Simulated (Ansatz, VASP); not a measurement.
# KBr: VASP beside Ansatz

```xyz
2
Lattice="0.0000 3.2748 3.2748 3.2748 0.0000 3.2748 3.2748 3.2748 0.0000" Properties=species:S:1:pos:R:3 pbc="T T T"
K     0.0000    0.0000    0.0000
Br    3.2748    3.2748    3.2748
```

Alike in both runs: functional PBEsol; k mesh 6 × 6 × 6; occupations gaussian, width 0.02 eV; no spin polarisation.

Ansatz relaxed the structure, and its values are those at the end. VASP's run is a single point on that final structure, the one shown.

|  | VASP | Ansatz |
| --- | --- | --- |
| version | VASP 6.6.1 | Ansatz 0.2.0 |
| potentials or method | VASP PAW PBE potentials, release 64 (K_sv, Br), cutoff 520 eV | scalar-relativistic, plane waves, PAW |
| valence electrons in the cell | 16 | 16 |

Ansatz gave:

* gap on the k mesh at the Fermi level (eV): 4.34
* least direct gap on the mesh (eV): 4.34
* pressure (GPa): 0.0

**Question.** Estimate VASP's values.

**Answer.** gap on the k mesh at the Fermi level (eV): 4.34; least direct gap on the mesh (eV): 4.34; pressure (GPa): 0.1.

VASP's potentials were made for PBE, not for PBEsol.
